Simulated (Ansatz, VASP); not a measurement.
## GaC2 in VASP and in Ansatz

```xyz
6
Lattice="4.1966 0.0000 0.0000 0.0000 4.1966 0.0000 0.0000 0.0000 4.1966" Properties=species:S:1:pos:R:3 pbc="T T T"
Ga    0.0000    0.0000    0.0000
Ga    2.0983    2.0983    2.0983
C     1.0492    1.0492    1.0492
C     1.0492    3.1475    3.1475
C     3.1475    3.1475    1.0492
C     3.1475    1.0492    3.1475
```

Alike in both runs: task single point; functional PBE; k mesh 4 × 4 × 4; occupations gaussian, width 0.1 eV; no spin polarisation.

```csv
,VASP,Ansatz
version,VASP 6.6.1,Ansatz 0.2.0
potentials or method,"VASP PAW PBE potentials, release 64 (Ga_d, C), cutoff 600 eV","scalar-relativistic, plane waves, PAW"
valence electrons in the cell,42,42
```

Ansatz gave:

- gap on the k mesh at the Fermi level (eV): none
- pressure (GPa): 28.0

Question: What did VASP give for the same quantities?

Answer: gap on the k mesh at the Fermi level (eV): none; pressure (GPa): 27.1.

A gap of «none» marks a metal or a gap that the smearing closes.

The k mesh is coarse, so the values compare programs but aren't converged.
